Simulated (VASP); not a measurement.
Write the native input for VASP 6.6.1 that does the following.

| Property | Result |
| --- | --- |
| Task | relaxation of cell and atoms |
| Functional | PBE |
| Potentials or basis | VASP PAW PBE potentials, release 64 (Hf_pv, O) |
| Cutoff | 600 eV |
| k mesh | 9 × 9 × 9 |
| Occupations | fermi-dirac, width 0.05 eV |
| Spin | no spin polarisation |
| Target pressure | 2 GPa |
| Dipole correction | no |
| Further INCAR settings | ALGO = Normal; EDIFF = 1e-06; IBRION = 2; EDIFFG = -0.01; NSW = 60; ISIF = 3 |

The structure of HfO2 lies in POSCAR:

```
HfO2
1.0
    0.0000000000      2.5575000000      2.5575000000
    2.5575000000      0.0000000000      2.5575000000
    2.5575000000      2.5575000000      0.0000000000
Hf O
1 2
Direct
    0.0000000000      0.0000000000      0.0000000000
    0.7500000000      0.7500000000      0.7500000000
    0.2500000000      0.2500000000      0.2500000000
```

The input as run:

INCAR

```
SYSTEM = HfO2
  PREC = Accurate
  ENCUT = 600
  EDIFF = 1E-6
  ISMEAR = -1
  SIGMA = 0.05
  LREAL = .False.
  LASPH = .True.
  NELM = 100
  ALGO = Normal
  ISIF = 3
  LWAVE = .False.
  LCHARG = .False.
  GGA = PE
  IBRION = 2
  NSW = 60
  EDIFFG = -0.01
  PSTRESS = 20.0
```

KPOINTS

```
Automatic mesh
0
Gamma
  9 9 9
  0 0 0
```

Potentials or basis: VASP PAW PBE potentials, release 64 (Hf_pv, O).

The run is started by

```bash
$ cat potpaw_PBE.64/Hf_pv/POTCAR potpaw_PBE.64/O/POTCAR > POTCAR
$ mpirun -np 1 vasp_std > vasp.out
```

It gave:

```
Relaxed volume                                             : 10.78 Å³/atom
Relaxed cell                                               : a = 3.577 Å, b = 3.577 Å, c = 3.577 Å, α = 60.00°, β = 60.00°, γ = 60.00°
Space group after relaxing (to 0.1 Å)                      : Fm-3m (No. 225)
Energy change on relaxing (the run minimises the enthalpy) : -5.3 meV/atom
Ionic steps                                                : 3
Pressure after relaxing                                    : 1.9 GPa
Band gap on the k mesh                                     : 3.93 eV (least direct gap 4.05 eV)
```

Caveat: the cell is relaxed towards a set pressure, so the run minimises the enthalpy, not the energy; spin-orbit coupling is left out, which moves the levels of the heavy elements; an odd mesh through Γ misses points on the zone boundary, where band edges can lie.

It took 97 s on 1 thread of Intel Xeon 8259CL, with other jobs on the host, peak memory 0.18 GiB.
